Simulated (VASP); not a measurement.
HfB2:

```xyz
3
Lattice="3.1400 0.0000 0.0000 -1.5700 2.7193 0.0000 0.0000 0.0000 3.4800" Properties=species:S:1:pos:R:3 pbc="T T T"
Hf    0.0000    0.0000    0.0000
B     0.0000    1.8129    1.7400
B     1.5700    0.9064    1.7400
```

Base run:

```yaml
Program: VASP 6.6.1
Functional: revPBE
Potentials_or_basis: VASP PAW PBE potentials, release 64 (Hf_pv, B)
Cutoff: 520 eV
k_mesh: 10 × 10 × 8
Occupations: methfessel-paxton, width 0.1 eV
Spin: no spin polarisation
```

Its results: band gap on the k mesh zero (band 8 reaches 8.35 eV, above the bottom of band 9 at 7.51 eV); pressure 4.1 GPa.

**Question.** The run is repeated on the same cell with these changes: functional from revPBE to PBE; further incar settings from ALGO = Normal; EDIFF = 1e-07; NBANDS = 15 to ALGO = Normal; EDIFF = 1e-06; NBANDS = 15. What comes out?

**Answer.** Band gap on the k mesh zero (band 8 reaches 8.26 eV, above the bottom of band 9 at 7.43 eV); pressure 1.0 GPa.

Caveats: spin-orbit coupling is left out, which moves the levels of the heavy elements; the PAW data sets were made with another functional, which shifts forces and pressure a little (some runs).
